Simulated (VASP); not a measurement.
Crystal: HfW.

```
Hf W
1.0
     2.95990    0.00000    0.00000
    -1.47995    2.56335    0.00000
     0.00000    0.00000    4.98091
Hf W
1 1
Direct
  0.66667 0.33333 0.00000
  0.00000 0.00000 0.50000
```

| Quantity | Value |
| --- | --- |
| Program | VASP 6.6.1 |
| Task | relaxation of cell and atoms |
| Functional | PBE |
| Potentials or basis | VASP PAW PBE potentials, release 64 (Hf_pv, W_sv) |
| Cutoff | 600 eV |
| k mesh | 21 × 21 × 12 |
| Occupations | gaussian, width 0.1 eV |
| Spin | no spin polarisation |

At the start: pressure -0.8 GPa; volume 18.90 Å³/atom.

Problem. Where does the relaxation end?

Solution. Over 6 steps the energy falls by 4.6 meV/atom and the volume is 18.78 Å³/atom (-0.6 %); space group P-6m2 (No. 187, to 0.1 Å) before and after.

Step by step:
```csv
step,energy change (eV),largest force (eV/Å),pressure (GPa),volume (Å³)
1,0.0000,0.0000,-0.78,37.79
2,-0.0037,0.0000,1.51,37.29
3,-0.0037,0.0000,1.31,37.33
4,-0.0067,0.0000,0.87,37.41
5,-0.0092,0.0000,0.06,37.58
6,-0.0092,0.0000,0.07,37.57
```

Final structure:
```
Hf W
1.0
     2.91231    0.00000    0.00000
    -1.45615    2.52213    0.00000
     0.00000    0.00000    5.11471
Hf W
1 1
Direct
  0.66667 0.33333 0.00000
  0.00000 0.00000 0.50000
```
